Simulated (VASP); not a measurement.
# HPb4 (P-3m1) in VASP: a series of runs

Runs on HPb4. Level: PBE. Tasks: relaxation of cell and atoms, single point.

All numbers are computed with VASP 6.6.1; they aren't measurements. Logs are shortened: lines on timing, memory, paths and dates and some standing lists are left out, and cuts for length are marked.

### 1 The cell of the first run

It takes space group P-3m1 (No. 164, trigonal). The conventional cell has a = 3.486 Å, b = 3.486 Å, c = 11.208 Å, α = 90.00°, β = 90.00°, γ = 120.00°. H (site symmetry -3m) has 6 Pb at 2.51 Å within 3.3 Å. Pb (site symmetry 3m) has 3 H at 2.51 Å and 12 Pb at 3.38 to 3.62 Å within 3.7 Å. Pb (site symmetry 3m) has 12 Pb at 3.38 to 3.49 Å within 4.4 Å.

The cell was built from a structure type or drawn by symmetry, and may not be a known phase.

### 2 Relaxation of cell and atoms, PBE

The input, INCAR:

```
PREC = Accurate ; ENCUT = 600
EDIFF = 1E-7 ; ISMEAR = 0
SIGMA = 0.1 ; LREAL = F
LASPH = T ; NELM = 100
ALGO = Normal ; ISIF = 3
LWAVE = F ; LCHARG = F
GGA = PE ; IBRION = 2
NSW = 90 ; EDIFFG = -0.04
```

The input, KPOINTS:

```
Automatic mesh
0
Gamma
  6 6 2
```

The input, POSCAR:

```
HPb4
1.0
    3.4857504800      0.0000000000      0.0000000000
   -1.7428752400      3.0187484700      0.0000000000
    0.0000000000      0.0000000000     11.2083657800
H Pb
1 4
Direct
    0.0000000000      0.0000000000      0.0000000000
    0.3333333300      0.6666666700      0.8658552800
    0.3333333300      0.6666666700      0.3767953500
    0.6666666700      0.3333333300      0.1341447200
    0.6666666700      0.3333333300      0.6232046500
```

Potentials or basis: VASP PAW PBE potentials, release 64 (H, Pb_d).

Started as:

```sh
cat potpaw_PBE.64/H/POTCAR potpaw_PBE.64/Pb_d/POTCAR > POTCAR
mpirun -np 1 vasp_std > vasp.out
```

OUTCAR:

```text
PREC = Accurate
   ENCUT = 600
   EDIFF = 1E-7
   ISMEAR = 0
   LREAL = F
   LASPH = T
   NELM = 100
   ISIF = 3
   GGA = PE
   IBRION = 2
   NSW = 90
   EDIFFG = -0.04

 ion  position               nearest neighbor table
   1  0.000  0.000  0.000-   2 2.51   4 2.51   4 2.51   2 2.51   4 2.51   2 2.51
   2  0.333  0.667  0.866-   1 2.51   1 2.51   1 2.51   5 3.38   5 3.38   5 3.38   4 3.62   4 3.62
                             4 3.62
   3  0.333  0.667  0.377-   4 3.38   4 3.38   4 3.38   5 3.42   5 3.42   5 3.42
   4  0.667  0.333  0.134-   1 2.51   1 2.51   1 2.51   3 3.38   3 3.38   3 3.38   2 3.62   2 3.62
                             2 3.62
   5  0.667  0.333  0.623-   2 3.38   2 3.38   2 3.38   3 3.42   3 3.42   3 3.42

  LATTYP: Found a hexagonal cell.
 ALAT       =     3.4857504800
 C/A-ratio  =     3.2154813847

  Lattice vectors:

 A1 = (   3.4857504800,   0.0000000000,   0.0000000000)
 A2 = (  -1.7428752400,   3.0187484700,   0.0000000000)
 A3 = (   0.0000000000,   0.0000000000,  11.2083657800)

Analysis of symmetry for initial positions (statically):
=====================================================================
 Subroutine PRICEL returns:
 Original cell was already a primitive cell.

 Routine SETGRP: Setting up the symmetry group for a
 hexagonal supercell.

 Subroutine GETGRP returns: Found 12 space group operations
 (whereof 12 operations were pure point group operations)
 out of a pool of 24 trial point group operations.

The static configuration has the point symmetry D_3d.

Analysis of symmetry for dynamics (positions and initial velocities):
=====================================================================
 Subroutine PRICEL returns:
 Original cell was already a primitive cell.

 Routine SETGRP: Setting up the symmetry group for a
 hexagonal supercell.

 Subroutine GETGRP returns: Found 12 space group operations
 (whereof 12 operations were pure point group operations)
 out of a pool of 24 trial point group operations.

The dynamic configuration has the point symmetry D_3d.

 Subroutine INISYM returns: Found 12 space group operations
 (whereof 12 operations are pure point group operations),
 and found     1 'primitive' translations

----------------------------------------------------------------------------------------

                                     Primitive cell

  volume of cell :     117.9412

[... 77 lines left out ...]
   ISPIN  =      1    spin polarized calculation?
   LNONCOLLINEAR =      F non collinear calculations
   LSORBIT =      F    spin-orbit coupling
   LASPH  =      T    aspherical Exc in radial PAW
   ENCUT  =  600.0 eV  44.10 Ry    6.64 a.u.   6.96  6.96 22.39*2*pi/ulx,y,z
   NELM   =    100;   NELMIN=  2; NELMDL= -5     # of ELM steps
   EDIFF  = 0.1E-06   stopping-criterion for ELM
   LREAL  =      F    real-space projection
   EDIFFG = -.4E-01   stopping-criterion for IOM
   NSW    =     90    number of steps for IOM
   IBRION =      2    ionic relax: 0-MD 1-quasi-New 2-CG
   NFREE  =      1    steps in history (QN), initial steepest desc. (CG)
   ISIF   =      3    stress and relaxation
   ISYM   =      2    0-nonsym 1-usesym 2-fastsym
   POTIM  = 0.5000    time-step for ionic-motion
   TEBEG  =    0.0;   TEEND  =   0.0 temperature during run
   PSTRESS=    0.0 pullay stress
   NELECT =      57.0000    total number of electrons
   NUPDOWN=      -1.0000    fix difference up-down
   EMIN   =  10.00;   EMAX   =-10.00  energy-range for DOS
   EFERMI =   0.00;   METHOD = LEGACY
   ISMEAR =     0;   SIGMA  =   0.10  broadening in eV -4-tet -1-fermi 0-gaus
   EFERMI_NEDOS =   21; number of points for ismear=-14 and -15
   IALGO  =     38    algorithm
   IMIX   =      4    mixing-type and parameters
     AMIX     =   0.40;   BMIX     =  1.00
     AMIX_MAG =   1.60;   BMIX_MAG =  1.00
  volume/ion in A,a.u.               =      23.59       159.18
  Fermi-wavevector in a.u.,A,eV,Ry     =   1.284728  2.427784 22.456779  1.650527
  Thomas-Fermi vector in A             =   2.416905
   LORBIT       =      0    0 simple, 1 ext, 2 COOP (PROOUT), +10 PAW based schemes
   GGA     = PE    functional components
   LHFCALC =     F    Hartree Fock is set to
   AEXX    =    0.0000 exact exchange contribution
   IVDW    =     0    specifies the selected vdW correction
   LEPSILON=     F    determine dielectric tensor
   LRPA    =     F    only Hartree local field effects (RPA)
 conjugate gradient relaxation of ions
 non-spin polarized calculation
 Gauss-broadening in eV      SIGMA  =   0.10
  energy-cutoff  :      600.00
  volume of cell :      117.94
 maximum number of plane-waves:      3952
 NGX is ok and might be reduce to    28
   NGX = 13   NGY = 13   NGZ = 45

--------------------------------------- Ionic step        1  -------------------------------------------

 number of electron      56.9999996 magnetization

 Free energy of the ion-electron system (eV)
  ---------------------------------------------------
  ext. energy  EPLUGINS =         0.00000000
  ---------------------------------------------------
  free energy    TOTEN  =       -16.18773291 eV

  energy without entropy =      -16.17011282  energy(sigma->0) =      -16.17892286

 E-fermi :   7.7336     XC(G=0): -10.4634

 val. band max:        7.6369242743   @ k =   0.5000   0.0000   0.0000
 cond. band min:       7.7442247431   @ k =   0.3333   0.1667   0.0000
 fundamental gap:      0.1073004687
 Fermi energy:         7.7336338636

 k-point     1 :       0.0000    0.0000    0.0000
  band No.  band energies     occupation
      1      -9.3965      2.00000
      2      -9.3841      2.00000
      3      -9.3562      2.00000
      4      -9.3562      2.00000
      5      -9.3544      2.00000
      6      -9.3544      2.00000
[... 617 lines left out ...]
  FREE ENERGIE OF THE ION-ELECTRON SYSTEM (eV)
  ---------------------------------------------------
  free  energy   TOTEN  =       -16.4289534550 eV

  energy  without entropy=      -16.4063021773  energy(sigma->0) =      -16.41762782

[... ionic steps 4 to 10 ...]

--------------------------------------- Ionic step       11  -------------------------------------------

 number of electron      56.9999987 magnetization

------------------------ aborting loop because EDIFF is reached ----------------------------------------
[... 73 lines left out ...]
--------------------------------------- Ionic step       13  -------------------------------------------

 number of electron      57.0000001 magnetization

 Free energy of the ion-electron system (eV)
  ---------------------------------------------------
  ext. energy  EPLUGINS =         0.00000000
  ---------------------------------------------------
  free energy    TOTEN  =       -16.52054626 eV

  energy without entropy =      -16.51818789  energy(sigma->0) =      -16.51936707

 E-fermi :   6.4379     XC(G=0):  -9.8897

 val. band max:        6.3712184674   @ k =   0.3333   0.3333   0.5000
 cond. band min:       6.5092855841   @ k =   0.0000   0.0000   0.0000
 fundamental gap:      0.1380671166
 Fermi energy:         6.4378779869

 k-point     1 :       0.0000    0.0000    0.0000
  band No.  band energies     occupation
      1     -10.6568      2.00000
      2     -10.6465      2.00000
      3     -10.6465      2.00000
      4     -10.6421      2.00000
      5     -10.6421      2.00000
      6     -10.6208      2.00000
[... 539 lines left out ...]
  FREE ENERGIE OF THE ION-ELECTRON SYSTEM (eV)
  ---------------------------------------------------
  free  energy   TOTEN  =       -16.5205462560 eV

  energy  without entropy=      -16.5181878910  energy(sigma->0) =      -16.51936707

 reached required accuracy - stopping structural energy minimisation
```

OSZICAR:

```text
N       E                     dE             d eps       ncg     rms          rms(c)
DAV:   1     0.701028136678E+03    0.70103E+03   -0.30043E+04   952   0.225E+03
DAV:   2     0.505213516411E+02   -0.65051E+03   -0.64404E+03   954   0.553E+02
DAV:   3    -0.137511764318E+02   -0.64273E+02   -0.63223E+02  1126   0.217E+02
DAV:   4    -0.164256732972E+02   -0.26745E+01   -0.26586E+01  1150   0.491E+01
[... 139 lines left out ...]
DAV:   5    -0.165205450504E+02   -0.18447E-04   -0.29705E-04  1096   0.235E-01    0.849E-03
DAV:   6    -0.165205466361E+02   -0.15858E-05   -0.13583E-05  1226   0.522E-02    0.340E-03
DAV:   7    -0.165205464765E+02    0.15963E-06   -0.91714E-07  1186   0.783E-03    0.116E-03
DAV:   8    -0.165205462447E+02    0.23183E-06   -0.15164E-07   526   0.607E-03    0.360E-04
DAV:   9    -0.165205462560E+02   -0.11321E-07   -0.41908E-08   504   0.256E-03
  13 F= -.16520546E+02 E0= -.16519367E+02  d E =-.467522E-02
```

CONTCAR:

```text
HPb4
   1.00000000000000
     3.7277345737331440    0.0000000000000000    0.0000000000000000
    -1.8638672868665720    3.2283128431417367   -0.0000000000000000
     0.0000000000000000    0.0000000000000000   11.0260041054559732
  H               Pb
     1     4
Direct
     0.0000000000000000    0.0000000000000000    0.0000000000000000
     0.3333333300000021    0.6666666699999979    0.8753854009437994
     0.3333333300000021    0.6666666699999979    0.3824415070581334
     0.6666666699999979    0.3333333300000021    0.1246145990562006
     0.6666666699999979    0.3333333300000021    0.6175584929418666

  0.00000000E+00  0.00000000E+00  0.00000000E+00
  0.00000000E+00  0.00000000E+00  0.00000000E+00
  0.00000000E+00  0.00000000E+00  0.00000000E+00
  0.00000000E+00  0.00000000E+00  0.00000000E+00
  0.00000000E+00  0.00000000E+00  0.00000000E+00
```

Wall time 6 min (1 thread of AMD EPYC 9R45 (Zen 5), shared host); peak memory 0.26 GiB.

Results:

```yaml
Free_energy: -16.5205 eV
Relaxed_volume: 26.54 Å³/atom
Relaxed_cell: a = 3.728 Å, b = 3.728 Å, c = 11.026 Å, α = 90.00°, β = 90.00°, γ = 120.00°
Space_group_after_relaxing_to_0.1_Å: P-3m1 (No. 164)
Energy_gained_by_relaxing: 66.6 meV/atom
Ionic_steps: 13
Pressure_after_relaxing: -0.1 GPa
Largest_force_after_relaxing: 0.006 eV/Å
Band_gap_on_the_k_mesh: zero (an odd number of electrons rules out a gap without spin polarisation)
```

Forces in eV/Å, atoms in the order of the input:
```
H    0.000  0.000  0.000
Pb   0.000  0.000 -0.006
Pb   0.000  0.000  0.001
Pb   0.000  0.000  0.006
Pb   0.000  0.000 -0.001
```

Step by step:
```tsv
step	energy change (eV)	largest force (eV/Å)	pressure (GPa)	volume (Å³)
1	0.0000	0.3272	5.94	117.94
2	-0.2391	0.1983	-0.54	133.50
3	-0.2412	0.2038	-0.07	131.95
4	-0.2412	0.2024	-0.16	132.24
5	-0.2483	0.2023	-0.14	132.17
6	-0.2747	0.2346	-0.03	131.97
7	-0.3227	0.0081	0.29	131.49
8	-0.3234	0.1419	0.48	131.30
9	-0.3244	0.0743	0.39	131.39
10	-0.3273	0.1338	-0.18	133.46
11	-0.3281	0.1156	-0.02	132.81
12	-0.3309	0.0747	-0.06	132.76
13	-0.3328	0.0061	-0.11	132.69
```

Final structure:
```
H Pb
1.0
     3.72773    0.00000    0.00000
    -1.86387    3.22831    0.00000
     0.00000    0.00000   11.02600
H Pb
1 4
Direct
  0.00000 0.00000 0.00000
  0.33333 0.66667 0.87539
  0.33333 0.66667 0.38244
  0.66667 0.33333 0.12461
  0.66667 0.33333 0.61756
```

Caveat: spin-orbit coupling is left out, which moves the levels of the heavy elements.

### 3 Single point, PBE

This run uses another cell than the first one, of 26.23 Å³/atom.

The input, INCAR:

```
SYSTEM = HPb4
PREC = Accurate ; ENCUT = 520
EDIFF = 1E-6 ; ISMEAR = 0
SIGMA = 0.1 ; LREAL = .False.
LASPH = .True. ; NELM = 80
ALGO = Normal ; ISIF = 2
LWAVE = .False. ; LCHARG = .False.
GGA = PE ; NBANDS = 36
```

The input, KPOINTS:

```
regular mesh
0
Gamma
  12 12 4
  0 0 0
```

The input, POSCAR:

```
HPb4
1.0
    3.5851291864      0.0000000000      0.0000000000
   -1.7925645932      3.1048129513      0.0000000000
    0.0000000000      0.0000000000     11.7809497583
H Pb
1 4
Direct
    0.0000000000      0.0000000000      0.0000000000
    0.3333333333      0.6666666667      0.8712047039
    0.3333333333      0.6666666667      0.3788024921
    0.6666666667      0.3333333333      0.1287952961
    0.6666666667      0.3333333333      0.6211975079
```

Potentials or basis: VASP PAW PBE potentials, release 64 (H, Pb_d).

Started as:

```sh
cat potpaw_PBE.64/H/POTCAR potpaw_PBE.64/Pb_d/POTCAR > POTCAR
mpirun -np 1 vasp_std > vasp.out
```

OUTCAR:

```text
SYSTEM = HPb4
   PREC = Accurate
   ENCUT = 520
   EDIFF = 1E-6
   ISMEAR = 0
   LREAL = .False.
   LASPH = .True.
   NELM = 80
   ISIF = 2
   GGA = PE

 ion  position               nearest neighbor table
   1  0.000  0.000  0.000-
   2  0.333  0.667  0.871-   5 3.60   5 3.60   5 3.60   4 3.67   4 3.67   4 3.67
   3  0.333  0.667  0.379-   5 3.53   5 3.53   5 3.53   4 3.60   4 3.60   4 3.60
   4  0.667  0.333  0.129-   3 3.60   3 3.60   3 3.60   2 3.67   2 3.67   2 3.67
   5  0.667  0.333  0.621-   3 3.53   3 3.53   3 3.53   2 3.60   2 3.60   2 3.60

  LATTYP: Found a hexagonal cell.
 ALAT       =     3.5851291864
 C/A-ratio  =     3.2860600402

  Lattice vectors:

 A1 = (   3.5851291864,   0.0000000000,   0.0000000000)
 A2 = (  -1.7925645932,   3.1048129513,   0.0000000000)
 A3 = (   0.0000000000,   0.0000000000,  11.7809497583)

Analysis of symmetry for initial positions (statically):
=====================================================================
 Subroutine PRICEL returns:
 Original cell was already a primitive cell.

 Routine SETGRP: Setting up the symmetry group for a
 hexagonal supercell.

 Subroutine GETGRP returns: Found 12 space group operations
[... 176 lines left out ...]
 fundamental gap:      0.0536778847
 Fermi energy:         6.6282022634

 k-point     1 :       0.0000    0.0000    0.0000
  band No.  band energies     occupation
      1     -10.5407      2.00000
      2     -10.5403      2.00000
      3     -10.5145      2.00000
      4     -10.5145      2.00000
      5     -10.5085      2.00000
      6     -10.5085      2.00000
[... 925 lines left out ...]
     35      11.9793      0.00000
     36      12.4022      0.00000

 [... further k-points ...]

------------------------ aborting loop because EDIFF is reached ----------------------------------------

  FORCE on cell =-STRESS in cart. coord.  units (eV):
  Direction    XX          YY          ZZ          XY          YZ          ZX
  --------------------------------------------------------------------------------------
  -------------------------------------------------------------------------------------
  Total       -0.0802810     -0.0802810     -0.0829866      0.0000000      0.0000000     -0.0000000
  in kB       -0.9808499     -0.9808499     -1.0139070      0.0000000      0.0000000     -0.0000000
  external PRESSURE =      -0.9918689 kB  Pullay stress =       0.0000000 kB

 VOLUME and BASIS-vectors are now :
 -----------------------------------------------------------------------------
  energy-cutoff  :      520.00
  volume of cell :      131.14
      direct lattice vectors                 reciprocal lattice vectors
     3.585129186  0.000000000  0.000000000     0.278929977  0.161040297  0.000000000
    -1.792564593  3.104812951  0.000000000     0.000000000  0.322080594  0.000000000
     0.000000000  0.000000000 11.780949758     0.000000000  0.000000000  0.084882800

 POSITION                                       TOTAL-FORCE (eV/Angst)
 -----------------------------------------------------------------------------------
      0.00000      0.00000      0.00000        -0.000000      0.000000      0.000000
     -0.00000      2.06988     10.26362         0.000000      0.000000     -0.006906
     -0.00000      2.06988      4.46265        -0.000000     -0.000000     -0.003145
      1.79256      1.03494      1.51733         0.000000     -0.000000      0.006906
      1.79256      1.03494      7.31830         0.000000      0.000000      0.003145
 -----------------------------------------------------------------------------------
    total drift:                                0.000000     -0.000000     -0.000000

  FREE ENERGIE OF THE ION-ELECTRON SYSTEM (eV)
  ---------------------------------------------------
  free  energy   TOTEN  =       -16.5634756928 eV

  energy  without entropy=      -16.5546732600  energy(sigma->0) =      -16.55907448
```

OSZICAR:

```text
N       E                     dE             d eps       ncg     rms          rms(c)
DAV:   1     0.675335621357E+03    0.67534E+03   -0.27310E+04  4968   0.186E+03
DAV:   2     0.486336006864E+02   -0.62670E+03   -0.61691E+03  4980   0.497E+02
DAV:   3    -0.140271669774E+02   -0.62661E+02   -0.61542E+02  5908   0.199E+02
DAV:   4    -0.167544723959E+02   -0.27273E+01   -0.27155E+01  5920   0.464E+01
DAV:   5    -0.168567826564E+02   -0.10231E+00   -0.10229E+00  6340   0.788E+00    0.246E+00
DAV:   6    -0.165839263320E+02    0.27286E+00   -0.69768E-01  6292   0.403E+00    0.820E-01
DAV:   7    -0.165622322482E+02    0.21694E-01   -0.19546E-01  6532   0.662E+00    0.344E-01
DAV:   8    -0.165631087688E+02   -0.87652E-03   -0.33402E-02  6084   0.157E+00    0.232E-01
DAV:   9    -0.165633498409E+02   -0.24107E-03   -0.29054E-03  6724   0.636E-01    0.893E-02
DAV:  10    -0.165634761182E+02   -0.12628E-03   -0.70833E-04  6724   0.352E-01    0.159E-02
DAV:  11    -0.165634761338E+02   -0.15634E-07   -0.89283E-05  6624   0.795E-02    0.764E-03
DAV:  12    -0.165634762473E+02   -0.11349E-06   -0.17592E-05  5604   0.380E-02    0.214E-03
DAV:  13    -0.165634756928E+02    0.55452E-06   -0.92803E-07  3388   0.148E-02
   1 F= -.16563476E+02 E0= -.16559074E+02  d E =-.880243E-02
```

Wall time 2.7 min (1 thread of AMD EPYC 9R45 (Zen 5), shared host); peak memory 0.37 GiB.

What came out:

- Free energy: -16.5635 eV
- Pressure: -0.1 GPa
- Largest force: 0.007 eV/Å
- Band gap on the k mesh: zero (an odd number of electrons rules out a gap without spin polarisation)

Forces in eV/Å, atoms in the order of the input:
```
H    0.000  0.000  0.000
Pb   0.000  0.000 -0.007
Pb   0.000  0.000 -0.003
Pb   0.000  0.000  0.007
Pb   0.000  0.000  0.003
```

Levels at points of the mesh, in eV from the Fermi level:
```
           k point  band 27  band 28  band 29  band 30  band 31  band 32
(0.00, 0.00, 0.00)     0.40     3.65     5.09     5.09     5.76     5.76
(0.50, 0.00, 0.00)    -3.05    -1.58    -0.58    -0.08     1.80     2.79
(0.00, 0.00, 0.50)     2.17     3.77     5.15     5.29     5.29     5.29
(0.50, 0.00, 0.50)    -2.69    -2.62     0.30     0.78     1.18     2.06
```

Caveat: spin-orbit coupling is left out, which moves the levels of the heavy elements.
